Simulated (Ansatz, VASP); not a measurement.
**One calculation of HfN, two programs**

The input INCAR:

```
SYSTEM = HfN
ALGO = Normal ; EDIFF = 1E-6
ENCUT = 520 ; GGA = PS
ISIF = 2 ; ISMEAR = 0
LASPH = .True. ; LCHARG = .False.
LREAL = .False. ; LWAVE = .False.
NBANDS = 14 ; NELM = 60
PREC = Accurate ; SIGMA = 0.15
```

The input KPOINTS:

```
k-points
0
Gamma
  18 18 18
  0 0 0
```

File POSCAR:

```
HfN
1.0
    0.0000000000      2.2251150000      2.2590000000
    2.2928850000      0.0000000000      2.2590000000
    2.2928850000      2.2251150000      0.0000000000
Hf N
1 1
Direct
    0.0000000000      0.0000000000      0.0000000000
    0.5000000000      0.5000000000      0.5000000000
```

Input for Ansatz:

```yaml
crystal:
  lattice:
    - [0.0, 2.225115, 2.259]
    - [2.292885, 0.0, 2.259]
    - [2.292885, 2.225115, 0.0]
  atoms:
    - { symbol: Hf, position: [0.0, 0.0, 0.0] }
    - { symbol: "N", position: [0.5, 0.5, 0.5] }
basis:
  ecutwfc: 420
kpoints:
  mp_grid: { grid: [18, 18, 18] }
hamiltonian:
  xc: pbesol
scf:
  occupations: { method: gaussian, width: 0.15 }
output:
  forces: true
  stress: true
  eigenvalues: true
```

Change from the starting cell: strain +0.0150 x Voigt [1, -1, 0, 0, 0, 0], atoms carried along.

Alike in both runs: task single point; functional PBEsol; k mesh 18 × 18 × 18; occupations gaussian, width 0.15 eV; no spin polarisation.

|  | VASP | Ansatz |
| --- | --- | --- |
| version | VASP 6.6.1 | Ansatz 0.2.0 |
| potentials or method | VASP PAW PBE potentials, release 64 (Hf_pv, N), cutoff 520 eV | scalar-relativistic, plane waves, PAW |
| valence electrons in the cell | 15 | 31 |

|  | VASP | Ansatz | Ansatz less VASP |
| --- | --- | --- | --- |
| gap on the k mesh at the Fermi level (eV) | none | none | - |
| pressure (GPa) | -4.7 | -2.5 | +2.16 |
| traceless stress, the component that is largest in VASP (GPa) | 7.36 | 7.41 | +0.055 |

VASP's potentials were made for PBE, not for PBEsol. A gap of «none» marks a metal or a gap that the smearing closes. VASP's potentials hold 15 valence electrons a cell and Ansatz's 31, so a difference there can come from the potentials and not from the codes.

Neither program's run includes spin-orbit coupling.
